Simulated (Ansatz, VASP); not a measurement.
# Al2Cl2F: VASP beside Ansatz

INCAR

```
SYSTEM = Al2Cl2F
PREC = Accurate
ENCUT = 520
EDIFF = 1E-6
ISMEAR = 0
SIGMA = 0.1
LREAL = .False.
LASPH = .True.
NELM = 60
ALGO = Normal
ISIF = 2
LWAVE = .False.
LCHARG = .False.
GGA = PE
NBANDS = 22
```

KPOINTS

```
Automatic mesh
0
Gamma
  6 6 4
  0 0 0
```

File POSCAR:

```
Al2Cl2F
1.0
    4.4823822600      0.0000000000      0.0000000000
   -2.2411911300      3.8818569000      0.0000000000
    0.0000000000      0.0000000000      5.7179016200
Al Cl F
2 2 1
Direct
    0.0000000000      0.0000000000      0.1741144800
    0.0000000000      0.0000000000      0.8258855200
    0.3333333300      0.6666666700      0.5000000000
    0.6666666700      0.3333333300      0.5000000000
    0.0000000000      0.0000000000      0.5000000000
```

Input for Ansatz:

```yaml
crystal:
  lattice:
    - [4.48238226, 0.0, 0.0]
    - [-2.24119113, 3.8818569, 0.0]
    - [0.0, 0.0, 5.71790162]
  atoms:
    - { symbol: Al, position: [0.0, 0.0, 0.17411448] }
    - { symbol: Al, position: [0.0, 0.0, 0.82588552] }
    - { symbol: Cl, position: [0.33333333, 0.66666667, 0.5] }
    - { symbol: Cl, position: [0.66666667, 0.33333333, 0.5] }
    - { symbol: F, position: [0.0, 0.0, 0.5] }
basis:
  ecutwfc: 420
kpoints:
  mp_grid: { grid: [6, 6, 4] }
hamiltonian:
  xc: pbe
scf:
  occupations: { method: gaussian, width: 0.1 }
  lower_state_search: "off"
output:
  forces: true
  stress: true
  eigenvalues: true
```

Alike in both runs: task single point; functional PBE; k mesh 6 × 6 × 4; occupations gaussian, width 0.1 eV; no spin polarisation.

```csv
,VASP,Ansatz
version,VASP 6.6.1,Ansatz 0.2.0
potentials or method,"VASP PAW PBE potentials, release 64 (Al, Cl, F), cutoff 520 eV","scalar-relativistic, plane waves, PAW"
valence electrons in the cell,27,27
```

Ansatz gave:

| Item | Value |
| --- | --- |
| gap on the k mesh at the Fermi level (eV) | none |
| pressure (GPa) | 15.2 |
| traceless stress, the component that is largest in VASP (GPa) | -4.97 |
| rms of the force components (eV/Å) | 3.336 |

Q: Which values does VASP return?

A: gap on the k mesh at the Fermi level (eV): none; pressure (GPa): 15.1; traceless stress, the component that is largest in VASP (GPa): -4.90; rms of the force components (eV/Å): 3.333.

Atom by atom the forces differ by 0.003 eV/Å (rms over components). A gap of «none» marks a metal or a gap that the smearing closes. With one functional, cell and mesh, what is left measures potentials, basis and numerics.
